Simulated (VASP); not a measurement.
# CdS: single point with r2SCAN

CdS:

```
Cd S
1.0
     0.00000    2.77245    2.77245
     2.77245    0.00000    2.77245
     2.77245    2.77245    0.00000
Cd S
1 1
Direct
  0.99363 0.00637 0.00637
  0.52233 0.47767 0.47767
```

```json
{
 "Program": "VASP 6.6.1",
 "Task": "single point",
 "Functional": "r2SCAN",
 "Potentials or basis": "VASP PAW PBE potentials, release 64 (Cd, S)",
 "Cutoff": "520 eV",
 "k mesh": "8 × 8 × 8",
 "Occupations": "gaussian, width 0.05 eV",
 "Spin": "no spin polarisation",
 "Dipole correction": "no",
 "Further INCAR settings": "ALGO = Normal; EDIFF = 1e-06; NBANDS = 16"
}
```

```json
{
  "Pressure": "-2.6 GPa",
  "Largest force": "0.234 eV/Å",
  "Band gap on the k mesh": "0.78 eV, indirect (least direct gap 1.98 eV)"
}
```

Forces on the atoms (eV/Å):
```
Cd  -0.234  0.000  0.000
S    0.234  0.000  0.000
```

Stress tensor (GPa, compression positive):
```
-1.16  0.00  0.00
 0.00 -3.36  0.00
 0.00  0.00 -3.36
```

Levels at points of the mesh, in eV from the valence-band top:
| k point | band 7 | band 8 | band 9 | band 10 | band 11 | band 12 |
| --- | --- | --- | --- | --- | --- | --- |
| (0.00, 0.00, 0.00) | -0.62 | -0.62 | -0.62 | 1.37 | 9.60 | 9.60 |
| (0.50, 0.00, 0.00) | -4.66 | -0.04 | -0.01 | 4.12 | 6.52 | 6.56 |
| (0.50, 0.50, 0.00) | -4.00 | -2.00 | -1.94 | 0.78 | 6.41 | 10.44 |
| (0.00, 0.50, 0.50) | -4.06 | -1.99 | -1.99 | 0.79 | 6.50 | 10.50 |

Wall time 91 s on 1 thread of Intel(R) Xeon(R) 6975P-C (Granite Rapids), on a shared host, peak memory 0.19 GiB.

Caveat: the PAW data sets were made with another functional, which shifts forces and pressure a little. A k mesh can miss the band edges.
